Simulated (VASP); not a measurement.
# HfN (Cm) in VASP: further runs

HfN is run at these levels: PBE; tasks: single point.

Program: VASP 6.6.1. These are calculated values, not measurements. Logs are shortened: lines on timing, memory, paths and dates and some standing lists are left out, and cuts for length are marked.

**1. The cell of the first run**

Symmetry: Cm, No. 8, monoclinic system. The conventional cell has a = 4.548 Å, b = 4.548 Å, c = 3.216 Å, α = 90.00°, β = 135.00°, γ = 90.00°. Within 2.9 Å of Hf (site symmetry m) lie 6 N at 2.21 to 2.34 Å. Within 2.9 Å of N (site symmetry m) lie 6 Hf at 2.21 to 2.34 Å.

**2. Single point, PBE (mode 4 frozen in at -0.058 Å and mode 6 at -0.019 Å (largest displacements))**

File INCAR:

```
PREC     = Accurate       # precision mode
ENCUT    = 520            # plane-wave cutoff, eV
EDIFF    = 1E-7           # SCF threshold, eV
ISMEAR   = 0              # smearing method
SIGMA    = 0.15           # smearing width, eV
LREAL    = False          # projectors in reciprocal space
LASPH    = True           # aspherical terms in the spheres
NELM     = 100            # most SCF steps
ALGO     = Normal         # electronic algorithm
ISIF     = 2              # what is computed and relaxed
LWAVE    = False          # write WAVECAR
LCHARG   = False          # write CHGCAR
GGA      = PE             # functional
NBANDS   = 14             # bands
```

File KPOINTS:

```
regular mesh
0
Gamma
  16 16 16
```

File POSCAR:

```
HfN
1.0
    0.0000000000      2.2738140414      2.2738140414
    2.2738140414      0.0000000000      2.2738140414
    2.2738140414      2.2738140414      0.0000000000
Hf N
1 1
Direct
   -0.0006695498      0.0013390996      0.0006695498
    0.5085319202      0.4829361596      0.4914680798
```

Potentials or basis: VASP PAW PBE potentials, release 64 (Hf_pv, N).

Launch:

```console
cat potpaw_PBE.64/Hf_pv/POTCAR potpaw_PBE.64/N/POTCAR > POTCAR
mpirun -np 1 vasp_std > vasp.out
```

OUTCAR:

```text
PREC = Accurate
   ENCUT = 520
   EDIFF = 1E-7
   ISMEAR = 0
   LREAL = False
   LASPH = True
   NELM = 100
   ISIF = 2
   GGA = PE

 ion  position               nearest neighbor table
   1  0.999  0.001  0.001-   2 2.21   2 2.25   2 2.27   2 2.27   2 2.30   2 2.34
   2  0.509  0.483  0.491-   1 2.21   1 2.25   1 2.27   1 2.27   1 2.30   1 2.34

  LATTYP: Found a face centered cubic cell.
 ALAT       =     4.5476280828

  Lattice vectors:

 A1 = (   0.0000000000,   2.2738140414,   2.2738140414)
 A2 = (   2.2738140414,   0.0000000000,   2.2738140414)
 A3 = (   2.2738140414,   2.2738140414,   0.0000000000)

Analysis of symmetry for initial positions (statically):
=====================================================================
 Subroutine PRICEL returns:
 Original cell was already a primitive cell.

 Routine SETGRP: Setting up the symmetry group for a
 face centered cubic supercell.

 Subroutine GETGRP returns: Found  2 space group operations
 (whereof  2 operations were pure point group operations)
 out of a pool of 48 trial point group operations.

The static configuration has the point symmetry C_1h.

Analysis of symmetry for dynamics (positions and initial velocities):
=====================================================================
 Subroutine PRICEL returns:
 Original cell was already a primitive cell.

 Routine SETGRP: Setting up the symmetry group for a
 face centered cubic supercell.

 Subroutine GETGRP returns: Found  2 space group operations
 (whereof  2 operations were pure point group operations)
 out of a pool of 48 trial point group operations.

The dynamic configuration has the point symmetry C_1h.

 Subroutine INISYM returns: Found  2 space group operations
 (whereof  2 operations are pure point group operations),
 and found     1 'primitive' translations

----------------------------------------------------------------------------------------

                                     Primitive cell

  volume of cell :      23.5123

  direct lattice vectors                    reciprocal lattice vectors
     0.000000000  2.273814041  2.273814041    -0.219894851  0.219894851  0.219894851
     2.273814041  0.000000000  2.273814041     0.219894851 -0.219894851  0.219894851
     2.273814041  2.273814041  0.000000000     0.219894851  0.219894851 -0.219894851

  length of vectors
     3.215658656  3.215658656  3.215658656     0.380869054  0.380869054  0.380869054

  position of ions in fractional coordinates (direct lattice)
     0.999330450  0.001339100  0.000669550
     0.508531920  0.482936160  0.491468080

  ion indices of the primitive-cell ions
   primitive index   ion index
                 1           1
[... 80 lines left out ...]
   ISYM   =      2    0-nonsym 1-usesym 2-fastsym
   POTIM  = 0.5000    time-step for ionic-motion
   TEBEG  =    0.0;   TEEND  =   0.0 temperature during run
   PSTRESS=    0.0 pullay stress
   NELECT =      15.0000    total number of electrons
   NUPDOWN=      -1.0000    fix difference up-down
   EMIN   =  10.00;   EMAX   =-10.00  energy-range for DOS
   EFERMI =   0.00;   METHOD = LEGACY
   ISMEAR =     0;   SIGMA  =   0.15  broadening in eV -4-tet -1-fermi 0-gaus
   EFERMI_NEDOS =   21; number of points for ismear=-14 and -15
   IALGO  =     38    algorithm
   IMIX   =      4    mixing-type and parameters
     AMIX     =   0.40;   BMIX     =  1.00
     AMIX_MAG =   1.60;   BMIX_MAG =  1.00
  volume/ion in A,a.u.               =      11.76        79.33
  Fermi-wavevector in a.u.,A,eV,Ry     =   1.409311  2.663212 27.023330  1.986159
  Thomas-Fermi vector in A             =   2.531380
   LORBIT       =      0    0 simple, 1 ext, 2 COOP (PROOUT), +10 PAW based schemes
   GGA     = PE    functional components
   LHFCALC =     F    Hartree Fock is set to
   AEXX    =    0.0000 exact exchange contribution
   IVDW    =     0    specifies the selected vdW correction
   LEPSILON=     F    determine dielectric tensor
   LRPA    =     F    only Hartree local field effects (RPA)
 non-spin polarized calculation
 Gauss-broadening in eV      SIGMA  =   0.15
  energy-cutoff  :      520.00
  volume of cell :       23.51
 maximum number of plane-waves:       648
   NGX = 11   NGY = 11   NGZ = 11

 number of electron      15.0000001 magnetization

 Free energy of the ion-electron system (eV)
  ---------------------------------------------------
  ext. energy  EPLUGINS =         0.00000000
  ---------------------------------------------------
  free energy    TOTEN  =       -21.73663211 eV

  energy without entropy =      -21.73009129  energy(sigma->0) =      -21.73336170

 E-fermi :   8.2124     XC(G=0): -12.6278

 val. band max:        8.2123168170   @ k =   0.2500  -0.1250  -0.1250
 cond. band min:       8.2186281794   @ k =   0.3125   0.1875  -0.2500
 fundamental gap:      0.0063113624
 Fermi energy:         8.2124487776

 k-point     1 :       0.0000    0.0000    0.0000
  band No.  band energies     occupation
      1     -23.0189      2.00000
      2     -23.0137      2.00000
      3     -23.0133      2.00000
      4      -9.1833      2.00000
      5       5.1330      2.00000
      6       5.1389      2.00000
      7       5.1488      2.00000
      8       7.8778      1.99839
      9       7.9540      1.98517
     10       7.9558      1.98447
     11       9.8124      0.00000
     12      10.1437      0.00000
     13      10.2211      0.00000
     14      17.7180      0.00000
[... 377 lines left out ...]
      1     -23.1278      2.00000
      2     -23.0400      2.00000
      3     -23.0313      2.00000
      4      -8.8813      2.00000
      5       3.7167      2.00000
      6       4.6163      2.00000
      7       4.7239      2.00000
      8       7.6626      2.00000
      9       8.5758      0.00061
     10       8.6272      0.00009
     11      10.3753      0.00000
     12      10.6388      0.00000
     13      11.9168      0.00000
     14      18.7670      0.00000

 [... further k-points ...]
[... 5 lines left out ...]
  --------------------------------------------------------------------------------------
  -------------------------------------------------------------------------------------
  Total       -0.1234395     -0.3334568     -0.3102499      0.0000000      0.0000000     -0.0073634
  in kB       -8.4114286    -22.7224620    -21.1410928      0.0000000      0.0000000     -0.5017587
  external PRESSURE =     -17.4249945 kB  Pullay stress =       0.0000000 kB

 VOLUME and BASIS-vectors are now :
 -----------------------------------------------------------------------------
  energy-cutoff  :      520.00
  volume of cell :       23.51
      direct lattice vectors                 reciprocal lattice vectors
     0.000000000  2.273814041  2.273814041    -0.219894851  0.219894851  0.219894851
     2.273814041  0.000000000  2.273814041     0.219894851 -0.219894851  0.219894851
     2.273814041  2.273814041  0.000000000     0.219894851  0.219894851 -0.219894851

 POSITION                                       TOTAL-FORCE (eV/Angst)
 -----------------------------------------------------------------------------------
      0.00457      2.27381      2.27534        -0.687906      0.000000     -0.227050
      2.21561      2.27381      2.25441         0.687906      0.000000      0.227050
 -----------------------------------------------------------------------------------
    total drift:                               -0.000014     -0.000000      0.000045

  FREE ENERGIE OF THE ION-ELECTRON SYSTEM (eV)
  ---------------------------------------------------
  free  energy   TOTEN  =       -21.7366321061 eV

  energy  without entropy=      -21.7300912928  energy(sigma->0) =      -21.73336170
```

OSZICAR:

```text
N       E                     dE             d eps       ncg     rms          rms(c)
DAV:   1     0.381340963551E+02    0.38134E+02   -0.77889E+03 30814   0.101E+03
DAV:   2    -0.227407715305E+02   -0.60875E+02   -0.57044E+02 40430   0.236E+02
DAV:   3    -0.247389828633E+02   -0.19982E+01   -0.19894E+01 35784   0.350E+01
DAV:   4    -0.247466643889E+02   -0.76815E-02   -0.76788E-02 36508   0.252E+00
DAV:   5    -0.247467140708E+02   -0.49682E-04   -0.49681E-04 35466   0.175E-01    0.473E+01
DAV:   6    -0.218509371226E+02    0.28958E+01   -0.83503E+00 34092   0.221E+01    0.405E+01
DAV:   7    -0.217656713275E+02    0.85266E-01   -0.46276E-01 39126   0.606E+00    0.262E+01
DAV:   8    -0.217430659133E+02    0.22605E-01   -0.12061E-01 35052   0.298E+00    0.619E+00
DAV:   9    -0.217367368140E+02    0.63291E-02   -0.17121E-02 34206   0.106E+00    0.196E+00
DAV:  10    -0.217366678689E+02    0.68945E-04   -0.10929E-03 41136   0.318E-01    0.460E-01
DAV:  11    -0.217366343836E+02    0.33485E-04   -0.73252E-05 37626   0.847E-02    0.113E-01
DAV:  12    -0.217366323560E+02    0.20276E-05   -0.83718E-06 41924   0.245E-02    0.128E-02
DAV:  13    -0.217366321701E+02    0.18587E-06   -0.20650E-07 31338   0.465E-03    0.588E-03
DAV:  14    -0.217366321061E+02    0.64064E-07   -0.17238E-08 22452   0.120E-03
   1 F= -.21736632E+02 E0= -.21733362E+02  d E =-.654081E-02
```

stdout:

```text
POSCAR found type information on POSCAR HfN
 POSCAR found :  2 types and       2 ions
 scaLAPACK will be used
 LDA part: xc-table for (Slater+PW92), standard interpolation
 POSCAR, INCAR and KPOINTS ok, starting setup
 FFT: planning ... GRIDC
 FFT: planning ... GRID_SOFT
 FFT: planning ... GRID
 WAVECAR not read
 entering main loop
```

It took 2.9 min on 1 thread of Intel Xeon 6975P-C, shared host; peak memory 0.46 GiB.

Results:

* Free energy: -21.7366 eV
* Pressure: -1.7 GPa
* Largest force: 0.724 eV/Å

Forces in eV/Å, atoms in the order of the input:
```
Hf  -0.688  0.000 -0.227
N    0.688  0.000  0.227
```

Caveat: the cell differs from its parent crystal (mode 4 frozen in at -0.058 Å and mode 6 at -0.019 Å (largest displacements)); spin-orbit coupling is left out, which moves the levels of the heavy elements.

**3. Single point, PBE (mode 4 frozen in at -0.039 Å and mode 6 at -0.019 Å (largest displacements))**

File INCAR:

```
ALGO = Normal
EDIFF = 1E-7
ENCUT = 520
GGA = PE
ISIF = 2
ISMEAR = 0
LASPH = T
LCHARG = T
LELF = T
LREAL = F
LVHAR = T
LWAVE = F
NBANDS = 14
NELM = 60
PREC = Accurate
SIGMA = 0.15
```

File KPOINTS:

```
k-points
0
Gamma
  16 16 16
```

File POSCAR:

```
HfN
1.0
    0.0000000000      2.2738140414      2.2738140414
    2.2738140414      0.0000000000      2.2738140414
    2.2738140414      2.2738140414      0.0000000000
Hf N
1 1
Direct
   -0.0003347749      0.0010043247      0.0003347749
    0.5042659601      0.4872021197      0.4957340399
```

Potentials or basis: VASP PAW PBE potentials, release 64 (Hf_pv, N).

Launch:

```console
cat potpaw_PBE.64/Hf_pv/POTCAR potpaw_PBE.64/N/POTCAR > POTCAR
mpirun -np 1 vasp_std > vasp.out
```

OUTCAR:

```text
EDIFF = 1E-7
   ENCUT = 520
   GGA = PE
   ISIF = 2
   ISMEAR = 0
   LASPH = T
   LREAL = F
   NELM = 60
   PREC = Accurate

 ion  position               nearest neighbor table
   1  1.000  0.001  0.000-   2 2.23   2 2.25   2 2.27   2 2.27   2 2.30   2 2.32
   2  0.504  0.487  0.496-   1 2.23   1 2.25   1 2.27   1 2.27   1 2.30   1 2.32

  LATTYP: Found a face centered cubic cell.
 ALAT       =     4.5476280828

  Lattice vectors:

 A1 = (   0.0000000000,   2.2738140414,   2.2738140414)
 A2 = (   2.2738140414,   0.0000000000,   2.2738140414)
 A3 = (   2.2738140414,   2.2738140414,   0.0000000000)

Analysis of symmetry for initial positions (statically):
=====================================================================
 Subroutine PRICEL returns:
 Original cell was already a primitive cell.

 Routine SETGRP: Setting up the symmetry group for a
 face centered cubic supercell.

 Subroutine GETGRP returns: Found  2 space group operations
 (whereof  2 operations were pure point group operations)
 out of a pool of 48 trial point group operations.

The static configuration has the point symmetry C_1h.

Analysis of symmetry for dynamics (positions and initial velocities):
=====================================================================
 Subroutine PRICEL returns:
 Original cell was already a primitive cell.

 Routine SETGRP: Setting up the symmetry group for a
 face centered cubic supercell.

 Subroutine GETGRP returns: Found  2 space group operations
 (whereof  2 operations were pure point group operations)
 out of a pool of 48 trial point group operations.

The dynamic configuration has the point symmetry C_1h.

 Subroutine INISYM returns: Found  2 space group operations
 (whereof  2 operations are pure point group operations),
 and found     1 'primitive' translations

----------------------------------------------------------------------------------------

                                     Primitive cell

[... 114 lines left out ...]
   LORBIT       =      0    0 simple, 1 ext, 2 COOP (PROOUT), +10 PAW based schemes
   GGA     = PE    functional components
   LHFCALC =     F    Hartree Fock is set to
   AEXX    =    0.0000 exact exchange contribution
   IVDW    =     0    specifies the selected vdW correction
   LEPSILON=     F    determine dielectric tensor
   LRPA    =     F    only Hartree local field effects (RPA)
 non-spin polarized calculation
 Gauss-broadening in eV      SIGMA  =   0.15
  energy-cutoff  :      520.00
  volume of cell :       23.51
 maximum number of plane-waves:       648
   NGX = 11   NGY = 11   NGZ = 11

 number of electron      15.0000001 magnetization

 Free energy of the ion-electron system (eV)
  ---------------------------------------------------
  ext. energy  EPLUGINS =         0.00000000
  ---------------------------------------------------
  free energy    TOTEN  =       -21.74861216 eV

  energy without entropy =      -21.74211085  energy(sigma->0) =      -21.74536151

 E-fermi :   8.2142     XC(G=0): -12.6287

 val. band max:        8.2130747807   @ k =   0.2500  -0.1250  -0.1250
 cond. band min:       8.2232463681   @ k =   0.3750   0.2500   0.3750
 fundamental gap:      0.0101715874
 Fermi energy:         8.2142067361

 k-point     1 :       0.0000    0.0000    0.0000
  band No.  band energies     occupation
      1     -23.0189      2.00000
      2     -23.0167      2.00000
      3     -23.0164      2.00000
      4      -9.1831      2.00000
      5       5.1678      2.00000
      6       5.1721      2.00000
      7       5.1786      2.00000
      8       7.8757      1.99859
      9       7.9148      1.99523
     10       7.9163      1.99503
     11       9.8172      0.00000
     12      10.1409      0.00000
     13      10.1738      0.00000
     14      17.7230      0.00000
[... 377 lines left out ...]
      1     -23.1301      2.00000
      2     -23.0416      2.00000
      3     -23.0335      2.00000
      4      -8.8808      2.00000
      5       3.7406      2.00000
      6       4.6406      2.00000
      7       4.7239      2.00000
      8       7.6460      2.00000
      9       8.5823      0.00052
     10       8.6221      0.00012
     11      10.3749      0.00000
     12      10.5973      0.00000
     13      11.8996      0.00000
     14      18.7717      0.00000

 [... further k-points ...]
[... 5 lines left out ...]
  --------------------------------------------------------------------------------------
  -------------------------------------------------------------------------------------
  Total       -0.2422355     -0.3357537     -0.3124471      0.0000000      0.0000000     -0.0044323
  in kB      -16.5064481    -22.8789732    -21.2908166      0.0000000      0.0000000     -0.3020251
  external PRESSURE =     -20.2254126 kB  Pullay stress =       0.0000000 kB

 VOLUME and BASIS-vectors are now :
 -----------------------------------------------------------------------------
  energy-cutoff  :      520.00
  volume of cell :       23.51
      direct lattice vectors                 reciprocal lattice vectors
     0.000000000  2.273814041  2.273814041    -0.219894851  0.219894851  0.219894851
     2.273814041  0.000000000  2.273814041     0.219894851 -0.219894851  0.219894851
     2.273814041  2.273814041  0.000000000     0.219894851  0.219894851 -0.219894851

 POSITION                                       TOTAL-FORCE (eV/Angst)
 -----------------------------------------------------------------------------------
      0.00304      2.27381      2.27534        -0.457606      0.000000     -0.227989
      2.23501      2.27381      2.25441         0.457606      0.000000      0.227989
 -----------------------------------------------------------------------------------
    total drift:                               -0.000020     -0.000000      0.000055

  FREE ENERGIE OF THE ION-ELECTRON SYSTEM (eV)
  ---------------------------------------------------
  free  energy   TOTEN  =       -21.7486121636 eV

  energy  without entropy=      -21.7421108538  energy(sigma->0) =      -21.74536151
```

Run time: 3 min. Hardware: 1 thread of Intel Xeon 6975P-C, shared host; peak memory 0.47 GiB.

Results:

```
Free energy   : -21.7486 eV
Pressure      : -2.0 GPa
Largest force : 0.511 eV/Å
```

Forces on the atoms (eV/Å):
```
Hf  -0.458  0.000 -0.228
N    0.458  0.000  0.228
```

Stress tensor (GPa, compression positive):
```
-1.65  0.00 -0.03
 0.00 -2.29  0.00
-0.03  0.00 -2.13
```

Caveat: the cell differs from its parent crystal (mode 4 frozen in at -0.039 Å and mode 6 at -0.019 Å (largest displacements)); spin-orbit coupling is left out, which moves the levels of the heavy elements.

**4. Single point, PBE (mode 4 frozen in at -0.097 Å and mode 6 at -0.039 Å (largest displacements))**

File INCAR:

```
ALGO     = Normal         # electronic algorithm
EDIFF    = 1E-6           # SCF threshold, eV
ENCUT    = 520            # plane-wave cutoff, eV
GGA      = PE             # functional
ISIF     = 2              # what is computed and relaxed
ISMEAR   = 0              # smearing method
LASPH    = T              # aspherical terms in the spheres
LCHARG   = F              # write CHGCAR
LREAL    = F              # projectors in reciprocal space
LWAVE    = F              # write WAVECAR
NBANDS   = 14             # bands
NELM     = 100            # most SCF steps
PREC     = Accurate       # precision mode
SIGMA    = 0.15           # smearing width, eV
```

KPOINTS is that of step 3.

File POSCAR:

```
HfN
1.0
    0.0000000000      2.2738140414      2.2738140414
    2.2738140414      0.0000000000      2.2738140414
    2.2738140414      2.2738140414      0.0000000000
Hf N
1 1
Direct
   -0.0010043247      0.0023434243      0.0010043247
    0.5127978803      0.4701382792      0.4872021197
```

Launch:

```console
cat potpaw_PBE.64/Hf_pv/POTCAR potpaw_PBE.64/N/POTCAR > POTCAR
mpirun -np 1 vasp_std > vasp.out
```

Run time: 2.3 min. Hardware: 1 thread of Intel Xeon 6975P-C, shared host; peak memory 0.46 GiB.

The run converged. Its results:

- Free energy: -21.6911 eV
- Pressure: -0.7 GPa
- Largest force: 1.234 eV/Å

Forces in eV/Å, atoms in the order of the input:
```
Hf  -1.149  0.000 -0.449
N    1.149  0.000  0.449
```

Stress tensor (GPa, compression positive):
```
 1.74  0.00 -0.19
 0.00 -2.22  0.00
-0.19  0.00 -1.58
```

Levels at points of the mesh, in eV from the Fermi level:
```
           k point  band 4  band 5  band 6  band 7  band 8  band 9  band 10  band 11  band 12  band 13
(0.00, 0.00, 0.00)  -17.39   -3.21   -3.19   -3.16   -0.33   -0.12    -0.11     1.59     1.97     2.17
(0.50, 0.00, 0.00)  -14.80   -8.76   -6.07   -6.03    3.15    3.45     3.61     4.34     8.38     8.65
(0.00, 0.50, 0.00)  -14.81   -8.75   -6.10   -6.08    3.12    3.55     3.64     4.41     8.45     8.70
(0.50, 0.50, 0.00)  -16.30   -5.41   -4.44   -3.71   -2.92    4.06     5.28     5.37     5.38     7.60
(0.00, 0.50, 0.50)  -16.29   -5.39   -4.00   -3.69   -3.40    4.03     5.27     5.37     5.37     7.09
(0.50, 0.00, 0.50)  -16.30   -5.42   -4.49   -3.73   -2.86    4.07     5.27     5.38     5.38     7.77
```

Caveat: the cell differs from its parent crystal (mode 4 frozen in at -0.097 Å and mode 6 at -0.039 Å (largest displacements)); spin-orbit coupling is left out, which moves the levels of the heavy elements; forces of over 1 eV/Å act on the atoms, so gaps and moduli don't describe the material at rest.
